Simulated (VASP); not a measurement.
Set up this calculation in VASP 6.6.1, as the native input.

```
Task                   : electric field gradients
Functional             : PBE
Potentials or basis    : VASP PAW PBE potentials, release 64 (Be, S)
Cutoff                 : 520 eV
k mesh                 : 13 × 13 × 13
Occupations            : fermi-dirac, width 0.08 eV
Spin                   : no spin polarisation
Dipole correction      : no
Further INCAR settings : ALGO = Normal; EDIFF = 1e-08; NBANDS = 11
```

The structure of BeS (rocksalt type) lies in POSCAR:

```
BeS
1.0
    0.0000000000      2.3524102172      2.3524102172
    2.3524102172      0.0000000000      2.3524102172
    2.3524102172      2.3524102172      0.0000000000
Be S
1 1
Direct
    0.0000000000      0.0000000000      0.0000000000
    0.5000000000      0.5000000000      0.5000000000
```

This cell differs from its parent crystal: volume scaled by 1.05.

One way to write it, as run:

INCAR

```
SYSTEM = BeS
PREC = Accurate
ENCUT = 520
EDIFF = 1E-8
ISMEAR = -1
SIGMA = 0.08
LREAL = .FALSE.
LASPH = .TRUE.
NELM = 80
ALGO = Normal
ISIF = 2
LWAVE = .FALSE.
LCHARG = .FALSE.
GGA = PE
LEFG = .TRUE.
NBANDS = 11
```

KPOINTS

```
Automatic mesh
0
G
  13 13 13
  0 0 0
```

Potentials or basis: VASP PAW PBE potentials, release 64 (Be, S).

Command:

```sh
$ cat potpaw_PBE.64/Be/POTCAR potpaw_PBE.64/S/POTCAR > POTCAR
$ mpirun -np 1 vasp_std > vasp.out
```

It gave:

```json
{
 "Pressure": "-4.8 GPa",
 "Band gap on the k mesh": "0.99 eV, indirect (least direct gap 3.96 eV)"
}
```

Caveat: without QUAD_EFG the Cq values of the log hold for a quadrupole moment of 1 mb, not for the nuclei.

It took 28 s on 1 thread of Intel(R) Xeon(R) Platinum 8259CL CPU @ 2.50GHz (Skylake/Cascade Lake), with other jobs on the host, peak memory 0.16 GiB.
